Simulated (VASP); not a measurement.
A run of VASP 6.6.1 is set up as follows.

Contents of INCAR:

```
SYSTEM = Zr
PREC = Accurate
ENCUT = 520
EDIFF = 1E-6
ISMEAR = 0
SIGMA = 0.1
LREAL = .False.
LASPH = .True.
NELM = 100
ALGO = Fast
ISIF = 2
LWAVE = .False.
LCHARG = .False.
GGA = PE
NBANDS = 19
```

File KPOINTS:

```
Automatic mesh
0
Gamma
  20 20 12
  0 0 0
```

File POSCAR:

```
Zr
1.0
    1.6156645604     -2.7983536688      0.0000000000
    1.6156645604      2.7983536688      0.0000000000
    0.0000000000      0.0000000000      5.1726051220
Zr
2
Direct
    0.3333364930      0.6666635070      0.2500000000
    0.6666635070      0.3333364930      0.7500000000
```

Potentials or basis: VASP PAW PBE potentials, release 64 (Zr_sv).

Command:

```sh
$ cat potpaw_PBE.64/Zr_sv/POTCAR > POTCAR
$ mpirun -np 1 vasp_std > vasp.out
```

(1) Estimate the pressure.

(2) Predict the band gap on the k mesh.

Results:

(1) 0.0 GPa.

(2) zero (bands 12 and 13 overlap by 1.20 eV).
